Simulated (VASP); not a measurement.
Runs of VASP 6.6.1 on AlN. The structure is that of space group P6_3/mmc (No. 194), or close to it. The cells are those of the table. 

| cell | gap on the mesh (eV) | pressure (GPa) |
| --- | --- | --- |
| a = 3.357, b = 3.357, c = 3.916 Å, angles 90.0, 90.0, 120.0°, 4 atoms | 3.77 | 9.2 |
| a = 3.194, b = 3.194, c = 4.146 Å, angles 90.0, 90.0, 120.0°, 4 atoms | 3.84 | 21.4 |
| a = 3.119, b = 3.119, c = 4.159 Å, angles 90.0, 90.0, 120.0°, 4 atoms | 4.16 | 37.2 |
| a = 3.343, b = 3.343, c = 4.114 Å, angles 90.0, 90.0, 120.0°, 4 atoms | 3.34 | -0.7 |
| a = 3.327, b = 3.327, c = 4.319 Å, angles 90.0, 90.0, 120.0°, 4 atoms | 2.89 | -6.8 |
| a = 3.269, b = 3.269, c = 4.476 Å, angles 90.0, 90.0, 120.0°, 4 atoms | 2.77 | (d) |
| a = 3.166, b = 3.166, c = 4.221 Å, angles 90.0, 90.0, 120.0°, 4 atoms | 3.80 | 23.2 |
| a = 3.373, b = 3.373, c = 4.041 Å, angles 90.0, 90.0, 120.0°, 4 atoms | (b) | -0.6 |
| a = 3.251, b = 3.251, c = 4.001 Å, angles 90.0, 90.0, 120.0°, 4 atoms | 3.94 | (a) |
| a = 3.448, b = 3.448, c = 4.022 Å, angles 90.0, 90.0, 120.0°, 4 atoms | 3.25 | -7.6 |
| a = 3.417, b = 3.417, c = 4.094 Å, angles 90.0, 90.0, 120.0°, 4 atoms | 3.15 | (c) |
| a = 3.284, b = 3.284, c = 4.263 Å, angles 90.0, 90.0, 120.0°, 4 atoms | 3.19 | 0.8 |

Alike in all rows: task single point; level PBE; potentials or basis VASP PAW PBE potentials, release 64 (Al, N); no spin polarisation; k mesh 9 × 9 × 6; cutoff (eV) 520; smearing gaussian 0.05 eV.

**Question.** Fill in the values left out.

**Answer.** (a) 19.6; (b) 3.42; (c) -8.1; (d) -3.7.

A k mesh can miss the band edges.
